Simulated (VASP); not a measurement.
# Ta (Im-3m) in VASP: notebook

Ta is run at these levels: PBEsol; tasks: single point.

All numbers are computed with VASP 6.6.1; they aren't measurements. Logs are shortened: lines on timing, memory, paths and dates and some standing lists are left out, and cuts for length are marked.

## Step 1: The cell of the first run

The structure is cubic, space group Im-3m (No. 229). Conventional cell: a = 2.932 Å, b = 2.932 Å, c = 2.932 Å, α = 90.00°, β = 90.00°, γ = 90.00°. Within 3.4 Å of Ta (site symmetry m-3m) lie 14 Ta at 2.54 to 2.93 Å.

## Step 2: Single point, PBEsol (volume scaled by 0.7)

Input file INCAR:

```
SYSTEM = Ta
PREC = Accurate
ENCUT = 520
EDIFF = 1E-6
ISMEAR = 0
SIGMA = 0.05
LREAL = .FALSE.
LASPH = .TRUE.
NELM = 60
ALGO = Normal
ISIF = 2
LWAVE = .FALSE.
LCHARG = .FALSE.
GGA = PS
NBANDS = 12
```

Input file KPOINTS:

```
regular mesh
0
G
  22 22 22
  0 0 0
```

Input file POSCAR:

```
Ta
1.0
   -1.4659295069      1.4659295069      1.4659295069
    1.4659295069     -1.4659295069      1.4659295069
    1.4659295069      1.4659295069     -1.4659295069
Ta
1
Direct
    0.0000000000      0.0000000000      0.0000000000
```

Potentials or basis: VASP PAW PBE potentials, release 64 (Ta_pv).

Command:

```
> cat potpaw_PBE.64/Ta_pv/POTCAR > POTCAR
> mpirun -np 1 vasp_std > vasp.out
```

OUTCAR:

```text
SYSTEM = Ta
   PREC = Accurate
   ENCUT = 520
   EDIFF = 1E-6
   ISMEAR = 0
   LREAL = .FALSE.
   LASPH = .TRUE.
   NELM = 60
   ISIF = 2
   GGA = PS

 ion  position               nearest neighbor table
   1  0.000  0.000  0.000-

  LATTYP: Found a body centered cubic cell.
 ALAT       =     2.9318590138

  Lattice vectors:

 A1 = (  -1.4659295069,   1.4659295069,   1.4659295069)
 A2 = (   1.4659295069,  -1.4659295069,   1.4659295069)
 A3 = (   1.4659295069,   1.4659295069,  -1.4659295069)

Analysis of symmetry for initial positions (statically):
=====================================================================
 Subroutine PRICEL returns:
 Original cell was already a primitive cell.

 Routine SETGRP: Setting up the symmetry group for a
 body centered cubic supercell.

 Subroutine GETGRP returns: Found 48 space group operations
 (whereof 48 operations were pure point group operations)
 out of a pool of 48 trial point group operations.

The static configuration has the point symmetry O_h .

Analysis of symmetry for dynamics (positions and initial velocities):
=====================================================================
 Subroutine PRICEL returns:
 Original cell was already a primitive cell.

 Routine SETGRP: Setting up the symmetry group for a
 body centered cubic supercell.

 Subroutine GETGRP returns: Found 48 space group operations
 (whereof 48 operations were pure point group operations)
 out of a pool of 48 trial point group operations.

The dynamic configuration has the point symmetry O_h .

 Subroutine INISYM returns: Found 48 space group operations
 (whereof 48 operations are pure point group operations),
 and found     1 'primitive' translations

----------------------------------------------------------------------------------------

                                     Primitive cell

  volume of cell :      12.6008

  direct lattice vectors                    reciprocal lattice vectors
    -1.465929507  1.465929507  1.465929507     0.000000000  0.341080521  0.341080521
     1.465929507 -1.465929507  1.465929507     0.341080521  0.000000000  0.341080521
     1.465929507  1.465929507 -1.465929507     0.341080521  0.341080521  0.000000000

  length of vectors
     2.539064386  2.539064386  2.539064386     0.482360699  0.482360699  0.482360699

  position of ions in fractional coordinates (direct lattice)
     0.000000000  0.000000000  0.000000000

  ion indices of the primitive-cell ions
   primitive index   ion index
                 1           1

----------------------------------------------------------------------------------------

 KPOINTS: regular mesh

Automatic generation of k-mesh.
 Grid dimensions read from file:
 generate k-points for:   22   22   22

 Generating k-lattice:

  Cartesian coordinates                     Fractional coordinates (reciprocal lattice)
     0.000000000  0.015503660  0.015503660     0.045454545  0.000000000  0.000000000
     0.015503660  0.000000000  0.015503660     0.000000000  0.045454545  0.000000000
     0.015503660  0.015503660  0.000000000     0.000000000  0.000000000  0.045454545

  Length of vectors
     0.021925486  0.021925486  0.021925486

  Shift w.r.t. Gamma in fractional coordinates (k-lattice)
     0.000000000  0.000000000  0.000000000

 Subroutine IBZKPT returns following result:
 ===========================================

 Found    328 irreducible k-points:

 Following reciprocal coordinates:
            Coordinates               Weight
  0.000000  0.000000  0.000000      1.000000
  0.045455  0.000000  0.000000     12.000000
  0.090909  0.000000  0.000000     12.000000
  0.136364  0.000000  0.000000     12.000000
  0.181818  0.000000  0.000000     12.000000
  0.227273  0.000000  0.000000     12.000000
[... 16 lines left out ...]
  0.090909  0.090909  0.000000     24.000000
  0.136364  0.090909 -0.000000     48.000000
 [... further k-points ...]
   k-points           NKPTS =    328   k-points in BZ     NKDIM =    328   number of bands    NBANDS=     12
   number of dos      NEDOS =    301   number of ions     NIONS =      1
   total plane-waves  NPLWV =   8000
   dimension x,y,z NGX =    20 NGY =   20 NGZ =   20
   dimension x,y,z NGXF=    40 NGYF=   40 NGZF=   40
   ions per type =               1
   NGX,Y,Z   is equivalent  to a cutoff of  13.10, 13.10, 13.10 a.u.
   NGXF,Y,Z  is equivalent  to a cutoff of  26.19, 26.19, 26.19 a.u.
 SYSTEM =  Ta
   PREC   = accura    normal or accurate (medium, high low for compatibility)
   ISTART =      0    job   : 0-new  1-cont  2-samecut
   ICHARG =      2    charge: 1-file 2-atom 10-const
   ISPIN  =      1    spin polarized calculation?
   LNONCOLLINEAR =      F non collinear calculations
   LSORBIT =      F    spin-orbit coupling
   LASPH  =      T    aspherical Exc in radial PAW
   ENCUT  =  520.0 eV  38.22 Ry    6.18 a.u.   4.72  4.72  4.72*2*pi/ulx,y,z
   NELM   =     60;   NELMIN=  2; NELMDL= -5     # of ELM steps
   EDIFF  = 0.1E-05   stopping-criterion for ELM
   LREAL  =      F    real-space projection
   EDIFFG = 0.1E-04   stopping-criterion for IOM
   NSW    =      0    number of steps for IOM
   IBRION =     -1    ionic relax: 0-MD 1-quasi-New 2-CG
   NFREE  =      0    steps in history (QN), initial steepest desc. (CG)
   ISIF   =      2    stress and relaxation
   ISYM   =      2    0-nonsym 1-usesym 2-fastsym
   POTIM  = 0.5000    time-step for ionic-motion
   TEBEG  =    0.0;   TEEND  =   0.0 temperature during run
   PSTRESS=    0.0 pullay stress
   NELECT =      11.0000    total number of electrons
   NUPDOWN=      -1.0000    fix difference up-down
   EMIN   =  10.00;   EMAX   =-10.00  energy-range for DOS
   EFERMI =   0.00;   METHOD = LEGACY
   ISMEAR =     0;   SIGMA  =   0.05  broadening in eV -4-tet -1-fermi 0-gaus
   EFERMI_NEDOS =   21; number of points for ismear=-14 and -15
   IALGO  =     38    algorithm
   IMIX   =      4    mixing-type and parameters
     AMIX     =   0.40;   BMIX     =  1.00
     AMIX_MAG =   1.60;   BMIX_MAG =  1.00
  volume/ion in A,a.u.               =      12.60        85.03
  Fermi-wavevector in a.u.,A,eV,Ry     =   1.564610  2.956683 33.307103  2.448003
  Thomas-Fermi vector in A             =   2.667208
   LORBIT       =      0    0 simple, 1 ext, 2 COOP (PROOUT), +10 PAW based schemes
   GGA     = PS    functional components
   LHFCALC =     F    Hartree Fock is set to
   AEXX    =    0.0000 exact exchange contribution
   IVDW    =     0    specifies the selected vdW correction
   LEPSILON=     F    determine dielectric tensor
   LRPA    =     F    only Hartree local field effects (RPA)
 non-spin polarized calculation
 Gauss-broadening in eV      SIGMA  =   0.05
  energy-cutoff  :      520.00
  volume of cell :       12.60
 maximum number of plane-waves:       370
   NGX =  9   NGY =  9   NGZ =  9

 number of electron      10.9999998 magnetization

 Free energy of the ion-electron system (eV)
  ---------------------------------------------------
  ext. energy  EPLUGINS =         0.00000000
  ---------------------------------------------------
  free energy    TOTEN  =       -10.93744911 eV

  energy without entropy =      -10.93617832  energy(sigma->0) =      -10.93681372

 E-fermi :   8.7139     XC(G=0): -14.6699

 val. band max:        8.7055328066   @ k =  -0.2273   0.2727   0.1364
 cond. band min:       8.7172890104   @ k =   0.2727   0.1818   0.0455
 fundamental gap:      0.0117562037
 Fermi energy:         8.7138856038

 k-point     1 :       0.0000    0.0000    0.0000
  band No.  band energies     occupation
      1     -22.9432      2.00000
      2     -22.9432      2.00000
      3     -22.9432      2.00000
      4      -0.4091      2.00000
      5       9.1108      0.00000
      6       9.1108      0.00000
      7       9.1108      0.00000
      8      13.8017      0.00000
      9      13.8017      0.00000
     10      24.3693      0.00000
     11      25.3848      0.00000
     12      25.3848      0.00000

 k-point     2 :       0.0455    0.0000    0.0000
  band No.  band energies     occupation
      1     -23.0292      2.00000
      2     -22.9667      2.00000
      3     -22.9444      2.00000
      4      -0.2550      2.00000
      5       9.0087      0.00000
      6       9.0869      0.00000
      7       9.2572      0.00000
      8      13.6076      0.00000
      9      13.7956      0.00000
     10      24.3693      0.00000
     11      25.5323      0.00000
     12      25.6256      0.00000

 k-point     3 :       0.0909    0.0000    0.0000
  band No.  band energies     occupation
      1     -23.2749      2.00000
      2     -23.0350      2.00000
      3     -22.9480      2.00000
      4       0.1858      2.00000
      5       8.7231      0.79547
      6       8.9919      0.00000
      7       9.6925      0.00000
      8      13.1790      0.00000
      9      13.7860      0.00000
     10      24.3687      0.00000
     11      25.9464      0.00000
     12      26.3269      0.00000

 k-point     4 :       0.1364    0.0000    0.0000
  band No.  band energies     occupation
      1     -23.6478      2.00000
      2     -23.1409      2.00000
      3     -22.9537      2.00000
      4       0.8477      2.00000
      5       8.3048      2.00000
      6       8.7836      0.04854
      7      10.4057      0.00000
      8      12.8170      0.00000
      9      13.7954      0.00000
     10      24.3680      0.00000
     11      26.5299      0.00000
     12      27.4360      0.00000

 k-point     5 :       0.1818    0.0000    0.0000
  band No.  band energies     occupation
      1     -24.1038      2.00000
      2     -23.2743      2.00000
      3     -22.9611      2.00000
      4       1.6152      2.00000
      5       7.8145      2.00000
      6       8.5015      2.00000
      7      11.3786      0.00000
      8      12.7209      0.00000
      9      13.8504      0.00000
     10      24.3668      0.00000
     11      27.0674      0.00000
     12      28.8891      0.00000

 k-point     6 :       0.2273    0.0000    0.0000
  band No.  band energies     occupation
      1     -24.5965      2.00000
      2     -23.4229      2.00000
      3     -22.9697      2.00000
      4       2.3110      2.00000
      5       7.3065      2.00000
      6       8.3442      2.00000
      7      12.5860      0.00000
      8      12.9015      0.00000
      9      13.9743      0.00000
     10      24.3649      0.00000
     11      27.1722      0.00000
     12      30.6265      0.00000

 k-point     7 :       0.2727    0.0000    0.0000
  band No.  band energies     occupation
      1     -25.0832      2.00000
      2     -23.5740      2.00000
      3     -22.9788      2.00000
      4       2.7312      2.00000
      5       6.8233      2.00000
      6       8.5703      1.99995
      7      13.2680      0.00000
      8      13.9945      0.00000
      9      14.1803      0.00000
     10      24.3618      0.00000
     11      26.5700      0.00000
     12      30.9554      0.00000

 k-point     8 :       0.3182    0.0000    0.0000
  band No.  band energies     occupation
      1     -25.5280      2.00000
      2     -23.7155      2.00000
      3     -22.9877      2.00000
      4       2.8045      2.00000
      5       6.3956      2.00000
      6       9.2698      0.00000
      7      13.7097      0.00000
      8      14.4685      0.00000
      9      15.5564      0.00000
     10      24.3569      0.00000
     11      25.5008      0.00000
     12      29.8723      0.00000
[... 166 lines left out ...]
 k-point    20 :       0.3636    0.0455   -0.0000
  band No.  band energies     occupation
      1     -26.0431      2.00000
      2     -23.9076      2.00000
      3     -23.0300      2.00000
      4       2.6744      2.00000
      5       5.9370      2.00000
      6      10.6244      0.00000
      7      14.1080      0.00000
      8      15.1597      0.00000
      9      18.1740      0.00000
     10      23.9586      0.00000
     11      24.3474      0.00000
     12      28.3590      0.00000

 k-point    21 :       0.4091    0.0455    0.0000
  band No.  band energies     occupation
      1     -26.2678      2.00000
      2     -23.9869      2.00000
      3     -23.0354      2.00000
      4       2.4902      2.00000
      5       5.7323      2.00000
      6      11.6553      0.00000
      7      14.2144      0.00000
      8      15.5152      0.00000
      9      19.6101      0.00000
     10      23.1319      0.00000
     11      24.3343      0.00000
     12      27.6749      0.00000

 k-point    22 :       0.4545    0.0455    0.0000
  band No.  band energies     occupation
      1     -26.3830      2.00000
      2     -24.0278      2.00000
      3     -23.0383      2.00000
      4       2.3835      2.00000
      5       5.6284      2.00000
      6      12.3988      0.00000
      7      14.0724      0.00000
      8      15.7761      0.00000
      9      20.5326      0.00000
     10      22.6632      0.00000
     11      24.3260      0.00000
     12      27.3229      0.00000

 k-point    23 :       0.0909    0.0909    0.0000
  band No.  band energies     occupation
      1     -23.8450      2.00000
      2     -23.1423      2.00000
      3     -23.0248      2.00000
      4       1.2269      2.00000
      5       8.2433      2.00000
      6       8.4044      2.00000
      7      10.9477      0.00000
      8      12.4583      0.00000
      9      14.0543      0.00000
     10      24.3676      0.00000
     11      26.6308      0.00000
     12      28.4496      0.00000

 k-point    24 :       0.1364    0.0909   -0.0000
  band No.  band energies     occupation
      1     -24.2546      2.00000
      2     -23.2723      2.00000
      3     -23.0518      2.00000
      4       1.9778      2.00000
      5       7.8119      2.00000
      6       8.0659      2.00000
      7      11.9718      0.00000
      8      12.2925      0.00000
      9      14.2869      0.00000
     10      24.3663      0.00000
     11      27.2870      0.00000
     12      29.3353      0.00000

 [... further k-points ...]
[... 5 lines left out ...]
  --------------------------------------------------------------------------------------
  -------------------------------------------------------------------------------------
  Total       10.4228503     10.4228503     10.4228503     -0.0000000     -0.0000000     -0.0000000
  in kB     1325.2500502   1325.2500502   1325.2500502     -0.0000000     -0.0000000     -0.0000000
  external PRESSURE =    1325.2500502 kB  Pullay stress =       0.0000000 kB

 VOLUME and BASIS-vectors are now :
 -----------------------------------------------------------------------------
  energy-cutoff  :      520.00
  volume of cell :       12.60
      direct lattice vectors                 reciprocal lattice vectors
    -1.465929507  1.465929507  1.465929507     0.000000000  0.341080521  0.341080521
     1.465929507 -1.465929507  1.465929507     0.341080521  0.000000000  0.341080521
     1.465929507  1.465929507 -1.465929507     0.341080521  0.341080521  0.000000000

 POSITION                                       TOTAL-FORCE (eV/Angst)
 -----------------------------------------------------------------------------------
      0.00000      0.00000      0.00000         0.000000      0.000000      0.000000
 -----------------------------------------------------------------------------------
    total drift:                                0.000000     -0.000000      0.000000

  FREE ENERGIE OF THE ION-ELECTRON SYSTEM (eV)
  ---------------------------------------------------
  free  energy   TOTEN  =       -10.9374491142 eV

  energy  without entropy=      -10.9361783208  energy(sigma->0) =      -10.93681372
```

Run time: 35 s. Hardware: 1 thread of AMD EPYC 7R13 (Zen 3), shared host; peak memory 0.13 GiB.

What came out:

```yaml
Free_energy: -10.9374 eV
Pressure: 132.5 GPa
```

Caveat: the PAW data sets were made with another functional, which shifts forces and pressure a little; spin-orbit coupling is left out, which moves the levels of the heavy elements.

## Step 3: Single point, PBEsol (volume scaled by 0.75)

Input file INCAR:

```
ALGO = Normal ; EDIFF = 1E-6
ENCUT = 520 ; GGA = PS
ISIF = 2 ; ISMEAR = 0
LASPH = T ; LCHARG = F
LREAL = F ; LWAVE = F
NBANDS = 12 ; NELM = 100
PREC = Accurate ; SIGMA = 0.05
```

Input file KPOINTS:

```
k-points
0
Gamma
  22 22 22
```

Input file POSCAR:

```
Ta
1.0
   -1.5000330494      1.5000330494      1.5000330494
    1.5000330494     -1.5000330494      1.5000330494
    1.5000330494      1.5000330494     -1.5000330494
Ta
1
Direct
    0.0000000000      0.0000000000      0.0000000000
```

Potentials or basis: VASP PAW PBE potentials, release 64 (Ta_pv).

Command:

```
> cat potpaw_PBE.64/Ta_pv/POTCAR > POTCAR
> mpirun -np 1 vasp_std > vasp.out
```

It took 34 s on 1 thread of AMD EPYC 7R13 (Zen 3), shared host; peak memory 0.13 GiB.

Results (log left out):

```yaml
Free_energy: -11.5687 eV
Pressure: 93.9 GPa
```

Levels at points of the mesh, in eV from the Fermi level:
```
           k point  band 1  band 2  band 3  band 4  band 5  band 6  band 7  band 8  band 9  band 10
(0.00, 0.00, 0.00)  -31.86  -31.86  -31.86   -8.89    0.57    0.57    0.57    4.96    4.96    16.41
(0.50, 0.00, 0.00)  -34.72  -32.74  -31.91   -5.93   -2.69    3.54    5.15    6.54   11.02    13.35
(0.50, 0.50, 0.50)  -33.78  -33.78  -33.78   -5.95   -5.95    9.46    9.46    9.46   11.86    11.86
```

Caveat: the PAW data sets were made with another functional, which shifts forces and pressure a little; spin-orbit coupling is left out, which moves the levels of the heavy elements.

## Step 4: Single point, PBEsol (volume scaled by 0.8)

Input file INCAR:

```
PREC     = Accurate       # precision mode
ENCUT    = 520            # plane-wave cutoff, eV
EDIFF    = 1E-6           # SCF threshold, eV
ISMEAR   = 0              # smearing method
SIGMA    = 0.05           # smearing width, eV
LREAL    = F              # projectors in reciprocal space
LASPH    = T              # aspherical terms in the spheres
NELM     = 60             # most SCF steps
ALGO     = Normal         # electronic algorithm
ISIF     = 2              # what is computed and relaxed
LWAVE    = F              # write WAVECAR
LCHARG   = F              # write CHGCAR
GGA      = PS             # functional
NBANDS   = 12             # bands
```

Input file KPOINTS:

```
regular mesh
0
Gamma
  22 22 22
```

Input file POSCAR:

```
Ta
1.0
   -1.5326526329      1.5326526329      1.5326526329
    1.5326526329     -1.5326526329      1.5326526329
    1.5326526329      1.5326526329     -1.5326526329
Ta
1
Direct
    0.0000000000      0.0000000000      0.0000000000
```

Command:

```
> cat potpaw_PBE.64/Ta_pv/POTCAR > POTCAR
> mpirun -np 1 vasp_std > vasp.out
```

Wall time 37 s (1 thread of AMD EPYC 7R13 (Zen 3), shared host); peak memory 0.14 GiB.

It converged, with:

- Free energy: -12.0057 eV
- Pressure: 62.9 GPa

Levels at points of the mesh, in eV from the Fermi level:
```tsv
k point	band 2	band 3	band 4	band 5	band 6	band 7	band 8	band 9
(0.00, 0.00, 0.00)	-32.10	-32.10	-8.70	0.65	0.65	0.65	4.78	4.78
(0.50, 0.00, 0.00)	-32.84	-32.13	-5.52	-2.36	3.01	4.87	6.18	10.25
(0.50, 0.50, 0.50)	-33.70	-33.70	-5.38	-5.38	8.85	8.85	8.85	11.06
```

Caveat: the PAW data sets were made with another functional, which shifts forces and pressure a little; spin-orbit coupling is left out, which moves the levels of the heavy elements.

[end of part 1 of 2]
